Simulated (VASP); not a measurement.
# MgB2 in VASP: a series of runs

MgB2 is run at these levels: PBE; tasks: single point.

Program: VASP 6.6.1. These are calculated values, not measurements. Logs are shortened: lines on timing, memory, paths and dates and some standing lists are left out, and cuts for length are marked.

### Step 1. The cell of the first run

The structure is cubic, space group Fd-3m (No. 227). The conventional cell has a = 6.105 Å, b = 6.105 Å, c = 6.105 Å, α = 90.00°, β = 90.00°, γ = 90.00°. Mg (site symmetry -43m) has 12 B at 2.53 Å and 4 Mg at 2.64 Å within 3.3 Å. Within 2.9 Å of B (site symmetry -3m) lie 6 B at 2.16 Å and 6 Mg at 2.53 Å.

### Step 2. Single point, PBE

Contents of INCAR:

```
  ALGO = Normal
  EDIFF = 1E-6
  ENCUT = 600
  GGA = PE
  GGA_COMPAT = F
  ISIF = 2
  ISMEAR = -1
  LASPH = T
  LCHARG = F
  LREAL = F
  LWAVE = F
  NBANDS = 17
  NELM = 120
  PREC = Accurate
  SIGMA = 0.05
```

Contents of KPOINTS:

```
k-points
0
Gamma
  8 8 8
```

Contents of POSCAR:

```
MgB2
1.0
    0.0000000000      3.0523537297      3.0523537297
    3.0523537297      0.0000000000      3.0523537297
    3.0523537297      3.0523537297      0.0000000000
Mg B
2 4
Direct
    0.0000000000      0.0000000000      0.0000000000
    0.2500000000      0.2500000000      0.2500000000
    0.6250000000      0.1250000000      0.6250000000
    0.6250000000      0.6250000000      0.1250000000
    0.1250000000      0.6250000000      0.6250000000
    0.6250000000      0.6250000000      0.6250000000
```

Potentials or basis: VASP PAW PBE potentials, release 64 (Mg, B).

Started as:

```sh
$ cat potpaw_PBE.64/Mg/POTCAR potpaw_PBE.64/B/POTCAR > POTCAR
$ mpirun -np 1 vasp_std > vasp.out
```

OUTCAR:

```text
EDIFF = 1E-6
   ENCUT = 600
   GGA = PE
   ISIF = 2
   ISMEAR = -1
   LASPH = T
   LREAL = F
   NELM = 120
   PREC = Accurate

 ion  position               nearest neighbor table
   1  0.000  0.000  0.000-   3 2.53   5 2.53   6 2.53   4 2.53   4 2.53   6 2.53   3 2.53   5 2.53
                             6 2.53   3 2.53   4 2.53   5 2.53   2 2.64   2 2.64   2 2.64   2 2.64
   2  0.250  0.250  0.250-   4 2.53   6 2.53   5 2.53   3 2.53   5 2.53   3 2.53   4 2.53   5 2.53
                             6 2.53   3 2.53   4 2.53   6 2.53   1 2.64   1 2.64   1 2.64   1 2.64
   3  0.625  0.125  0.625-   6 2.16   4 2.16   4 2.16   5 2.16   6 2.16   5 2.16   1 2.53   2 2.53
                             2 2.53   1 2.53   1 2.53   2 2.53
   4  0.625  0.625  0.125-   6 2.16   3 2.16   5 2.16   6 2.16   3 2.16   5 2.16   1 2.53   2 2.53
                             1 2.53   2 2.53   1 2.53   2 2.53
   5  0.125  0.625  0.625-   6 2.16   4 2.16   3 2.16   3 2.16   4 2.16   6 2.16   2 2.53   1 2.53
                             2 2.53   1 2.53   1 2.53   2 2.53
   6  0.625  0.625  0.625-   3 2.16   4 2.16   5 2.16   4 2.16   3 2.16   5 2.16   1 2.53   2 2.53
                             1 2.53   2 2.53   1 2.53   2 2.53

  LATTYP: Found a face centered cubic cell.
 ALAT       =     6.1047074594

  Lattice vectors:

 A1 = (   0.0000000000,   3.0523537297,   3.0523537297)
 A2 = (   3.0523537297,   0.0000000000,   3.0523537297)
 A3 = (   3.0523537297,   3.0523537297,   0.0000000000)

Analysis of symmetry for initial positions (statically):
=====================================================================
 Subroutine PRICEL returns:
 Original cell was already a primitive cell.

 Routine SETGRP: Setting up the symmetry group for a
 face centered cubic supercell.

 Subroutine GETGRP returns: Found 48 space group operations
 (whereof 24 operations were pure point group operations)
 out of a pool of 48 trial point group operations.

The static configuration has the point symmetry T_d .
 The point group associated with its full space group is O_h .

Analysis of symmetry for dynamics (positions and initial velocities):
=====================================================================
 Subroutine PRICEL returns:
 Original cell was already a primitive cell.

 Routine SETGRP: Setting up the symmetry group for a
 face centered cubic supercell.

 Subroutine GETGRP returns: Found 48 space group operations
 (whereof 24 operations were pure point group operations)
 out of a pool of 48 trial point group operations.

The dynamic configuration has the point symmetry T_d .
 The point group associated with its full space group is O_h .

 Subroutine INISYM returns: Found 48 space group operations
 (whereof 24 operations are pure point group operations),
 and found     1 'primitive' translations

----------------------------------------------------------------------------------------

                                     Primitive cell

  volume of cell :      56.8767

  direct lattice vectors                    reciprocal lattice vectors
     0.000000000  3.052353730  3.052353730    -0.163808013  0.163808013  0.163808013
     3.052353730  0.000000000  3.052353730     0.163808013 -0.163808013  0.163808013
     3.052353730  3.052353730  0.000000000     0.163808013  0.163808013 -0.163808013

  length of vectors
     4.316680042  4.316680042  4.316680042     0.283723802  0.283723802  0.283723802

  position of ions in fractional coordinates (direct lattice)
     0.000000000  0.000000000  0.000000000
     0.250000000  0.250000000  0.250000000
     0.625000000  0.125000000  0.625000000
     0.625000000  0.625000000  0.125000000
     0.125000000  0.625000000  0.625000000
     0.625000000  0.625000000  0.625000000

  ion indices of the primitive-cell ions
   primitive index   ion index
                 1           1
                 2           2
                 3           3
                 4           4
                 5           5
                 6           6

----------------------------------------------------------------------------------------

 KPOINTS: k-points

Automatic generation of k-mesh.
 Grid dimensions read from file:
 generate k-points for:    8    8    8

 Generating k-lattice:

  Cartesian coordinates                     Fractional coordinates (reciprocal lattice)
    -0.020476002  0.020476002  0.020476002     0.125000000  0.000000000  0.000000000
     0.020476002 -0.020476002  0.020476002     0.000000000  0.125000000  0.000000000
     0.020476002  0.020476002 -0.020476002     0.000000000  0.000000000  0.125000000

  Length of vectors
     0.035465475  0.035465475  0.035465475

  Shift w.r.t. Gamma in fractional coordinates (k-lattice)
     0.000000000  0.000000000  0.000000000

 Subroutine IBZKPT returns following result:
 ===========================================

 Found     29 irreducible k-points:

 Following reciprocal coordinates:
            Coordinates               Weight
  0.000000  0.000000  0.000000      1.000000
  0.125000  0.000000  0.000000      8.000000
  0.250000  0.000000  0.000000      8.000000
  0.375000  0.000000  0.000000      8.000000
  0.500000  0.000000  0.000000      4.000000
  0.125000  0.125000  0.000000      6.000000
[... 16 lines left out ...]
  0.500000  0.250000  0.125000     48.000000
 -0.375000  0.250000  0.125000     24.000000
 [... further k-points ...]
   k-points           NKPTS =     29   k-points in BZ     NKDIM =     29   number of bands    NBANDS=     17
   number of dos      NEDOS =    301   number of ions     NIONS =      6
   total plane-waves  NPLWV =  46656
   dimension x,y,z NGX =    36 NGY =   36 NGZ =   36
   dimension x,y,z NGXF=    72 NGYF=   72 NGZF=   72
   ions per type =               2   4
   NGX,Y,Z   is equivalent  to a cutoff of  13.86, 13.86, 13.86 a.u.
   NGXF,Y,Z  is equivalent  to a cutoff of  27.73, 27.73, 27.73 a.u.
 SYSTEM =  unknown system
   PREC   = accura    normal or accurate (medium, high low for compatibility)
   ISTART =      0    job   : 0-new  1-cont  2-samecut
   ICHARG =      2    charge: 1-file 2-atom 10-const
   ISPIN  =      1    spin polarized calculation?
   LNONCOLLINEAR =      F non collinear calculations
   LSORBIT =      F    spin-orbit coupling
   LASPH  =      T    aspherical Exc in radial PAW
   ENCUT  =  600.0 eV  44.10 Ry    6.64 a.u.   8.62  8.62  8.62*2*pi/ulx,y,z
   NELM   =    120;   NELMIN=  2; NELMDL= -5     # of ELM steps
   EDIFF  = 0.1E-05   stopping-criterion for ELM
   LREAL  =      F    real-space projection
   EDIFFG = 0.1E-04   stopping-criterion for IOM
   NSW    =      0    number of steps for IOM
   IBRION =     -1    ionic relax: 0-MD 1-quasi-New 2-CG
   NFREE  =      0    steps in history (QN), initial steepest desc. (CG)
   ISIF   =      2    stress and relaxation
   ISYM   =      2    0-nonsym 1-usesym 2-fastsym
   POTIM  = 0.5000    time-step for ionic-motion
   TEBEG  =    0.0;   TEEND  =   0.0 temperature during run
   PSTRESS=    0.0 pullay stress
   NELECT =      16.0000    total number of electrons
   NUPDOWN=      -1.0000    fix difference up-down
   EMIN   =  10.00;   EMAX   =-10.00  energy-range for DOS
   EFERMI =   0.00;   METHOD = LEGACY
   ISMEAR =    -1;   SIGMA  =   0.05  broadening in eV -4-tet -1-fermi 0-gaus
   EFERMI_NEDOS =   21; number of points for ismear=-14 and -15
   IALGO  =     38    algorithm
   IMIX   =      4    mixing-type and parameters
     AMIX     =   0.40;   BMIX     =  1.00
     AMIX_MAG =   1.60;   BMIX_MAG =  1.00
  volume/ion in A,a.u.               =       9.48        63.97
  Fermi-wavevector in a.u.,A,eV,Ry     =   1.072679  2.027070 15.655424  1.150641
  Thomas-Fermi vector in A             =   2.208457
   LORBIT       =      0    0 simple, 1 ext, 2 COOP (PROOUT), +10 PAW based schemes
   GGA     = PE    functional components
   LHFCALC =     F    Hartree Fock is set to
   AEXX    =    0.0000 exact exchange contribution
   IVDW    =     0    specifies the selected vdW correction
   LEPSILON=     F    determine dielectric tensor
   LRPA    =     F    only Hartree local field effects (RPA)
 non-spin polarized calculation
  energy-cutoff  :      600.00
  volume of cell :       56.88
 maximum number of plane-waves:      1924
 NGX is ok and might be reduce to    36
   NGX = 17   NGY = 17   NGZ = 17

 number of electron      16.0000000 magnetization

 Free energy of the ion-electron system (eV)
  ---------------------------------------------------
  ext. energy  EPLUGINS =         0.00000000
  ---------------------------------------------------
  free energy    TOTEN  =       -25.25742385 eV

  energy without entropy =      -25.24634992  energy(sigma->0) =      -25.25188688

 E-fermi :   6.4721     XC(G=0): -11.1985

 val. band max:        6.4487646791   @ k =   0.2500   0.2500   0.0000
 cond. band min:       6.4952288290   @ k =   0.2500   0.0000   0.0000
 fundamental gap:      0.0464641498
 Fermi energy:         6.4720971250

 k-point     1 :       0.0000    0.0000    0.0000
  band No.  band energies     occupation
      1      -7.1189      2.00000
      2      -0.0073      2.00000
      3       2.1369      2.00000
      4       2.1369      2.00000
      5       2.1369      2.00000
      6       3.9045      2.00000
[... 9 lines left out ...]
     16      15.1793      0.00000
     17      15.1793      0.00000

 k-point     2 :       0.1250    0.0000    0.0000
  band No.  band energies     occupation
      1      -6.9681      2.00000
      2      -0.4277      2.00000
      3       1.3293      2.00000
      4       2.0115      2.00000
      5       2.0115      2.00000
      6       3.8779      2.00000
[... 9 lines left out ...]
     16      14.5669      0.00000
     17      15.2134      0.00000
[... 421 lines left out ...]
 k-point    24 :      -0.3750    0.2500    0.1250
  band No.  band energies     occupation
      1      -4.9583      2.00000
      2      -3.5796      2.00000
      3      -1.1400      2.00000
      4       0.2982      2.00000
      5       2.2474      2.00000
      6       3.4288      2.00000
[... 9 lines left out ...]
     16      14.2950      0.00000
     17      14.6881      0.00000

 [... further k-points ...]

------------------------ aborting loop because EDIFF is reached ----------------------------------------

  FORCE on cell =-STRESS in cart. coord.  units (eV):
  Direction    XX          YY          ZZ          XY          YZ          ZX
  --------------------------------------------------------------------------------------
  -------------------------------------------------------------------------------------
  Total       -2.6705533     -2.6705533     -2.6705533      0.0000000     -0.0000000      0.0000000
  in kB      -75.2276080    -75.2276080    -75.2276080      0.0000000     -0.0000000      0.0000000
  external PRESSURE =     -75.2276080 kB  Pullay stress =       0.0000000 kB

 VOLUME and BASIS-vectors are now :
 -----------------------------------------------------------------------------
  energy-cutoff  :      600.00
  volume of cell :       56.88
      direct lattice vectors                 reciprocal lattice vectors
     0.000000000  3.052353730  3.052353730    -0.163808013  0.163808013  0.163808013
     3.052353730  0.000000000  3.052353730     0.163808013 -0.163808013  0.163808013
     3.052353730  3.052353730  0.000000000     0.163808013  0.163808013 -0.163808013

 POSITION                                       TOTAL-FORCE (eV/Angst)
 -----------------------------------------------------------------------------------
      0.00000      0.00000      0.00000        -0.000000     -0.000000     -0.000000
      1.52618      1.52618      1.52618         0.000000      0.000000      0.000000
      2.28927      3.81544      2.28927         0.000000      0.000000      0.000000
      2.28927      2.28927      3.81544         0.000000      0.000000      0.000000
      3.81544      2.28927      2.28927         0.000000      0.000000      0.000000
      3.81544      3.81544      3.81544         0.000000      0.000000      0.000000
 -----------------------------------------------------------------------------------
    total drift:                                0.000000      0.000000      0.000000

  FREE ENERGIE OF THE ION-ELECTRON SYSTEM (eV)
  ---------------------------------------------------
  free  energy   TOTEN  =       -25.2574238508 eV

  energy  without entropy=      -25.2463499192  energy(sigma->0) =      -25.25188688
```

Run time: 57 s. Hardware: 1 thread of Intel Xeon 8259CL, shared host; peak memory 0.21 GiB.

Results:

| Property | Result |
| --- | --- |
| Free energy | -25.2574 eV |
| Pressure | -7.5 GPa |
| Band gap on the k mesh | zero (band 8 reaches 8.30 eV, above the bottom of band 9 at 4.76 eV) |

Levels at points of the mesh, in eV from the Fermi level:
```
           k point  band 4  band 5  band 6  band 7  band 8  band 9  band 10  band 11  band 12  band 13
(0.00, 0.00, 0.00)   -4.34   -4.34   -2.57   -2.57   -2.57   -1.71    -1.71     1.33     3.98     3.98
(0.50, 0.00, 0.00)   -4.67   -4.67   -3.82   -3.82    1.44    1.46     1.46     3.53     3.53     3.53
(0.50, 0.50, 0.00)   -6.59   -5.65   -5.65    1.83    1.83    2.19     2.19     3.30     3.30     5.55
```

(Part 1 of 2 ends here.)
